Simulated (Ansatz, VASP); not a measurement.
**One calculation of Li2Nb, two programs**

Contents of INCAR:

```
PREC = Accurate ; ENCUT = 520
EDIFF = 1E-6 ; ISMEAR = -1
SIGMA = 0.05 ; LREAL = F
LASPH = T ; NELM = 100
ALGO = Normal ; ISIF = 2
LWAVE = F ; LCHARG = F
GGA = PE ; NBANDS = 16
```

File KPOINTS:

```
regular mesh
0
Gamma
  11 11 5
```

POSCAR

```
Li2Nb
1.0
    2.7241593785      0.0000000000      0.0000000000
   -1.3620796893      2.3591912204      0.0000000000
    0.0000000000      0.0000000000      5.4744544279
Li Nb
2 1
Direct
    0.0000000000      0.0000000000      0.1605760300
    0.0000000000      0.0000000000      0.8394239700
    0.0000000000      0.0000000000      0.5000000000
```

The input input.yaml:

```yaml
crystal:
  lattice:
    - [2.7241593785, 0.0, 0.0]
    - [-1.3620796893, 2.3591912204, 0.0]
    - [0.0, 0.0, 5.4744544279]
  atoms:
    - { symbol: Li, position: [0.0, 0.0, 0.16057603] }
    - { symbol: Li, position: [0.0, 0.0, 0.83942397] }
    - { symbol: Nb, position: [0.0, 0.0, 0.5] }
kpoints:
  mp_grid: { grid: [11, 11, 5] }
scf:
  occupations: { method: fermi_dirac, width: 0.05 }
hamiltonian:
  xc: pbe
  pseudopotentials: { kind: all_electron, lapw: { basis_error: 0.001 } }
output:
  forces: true
  stress: true
  eigenvalues: true
```

Change from the starting cell: volume scaled by 0.94.

Alike in both runs: task single point; functional PBE; k mesh 11 × 11 × 5; occupations fermi-dirac, width 0.05 eV; no spin polarisation.

|  | VASP | Ansatz |
| --- | --- | --- |
| version | VASP 6.6.1 | Ansatz 0.2.0 |
| potentials or method | VASP PAW PBE potentials, release 64 (Li_sv, Nb_sv), cutoff 520 eV | all-electron LAPW, scalar-relativistic |

|  | VASP | Ansatz | Ansatz less VASP |
| --- | --- | --- | --- |
| gap on the k mesh at the Fermi level (eV) | none | none | - |
| rms of the force components (eV/Å) | 1.847 | 1.811 | -0.0358 |

Atom by atom the forces differ by 0.036 eV/Å (rms over components). A gap of «none» marks a metal or a gap that the smearing closes. Ansatz ran all-electron here, and VASP with PAW potentials.

Noted on VASP's run: the cutoff is short for stress, so the pressure is rough.
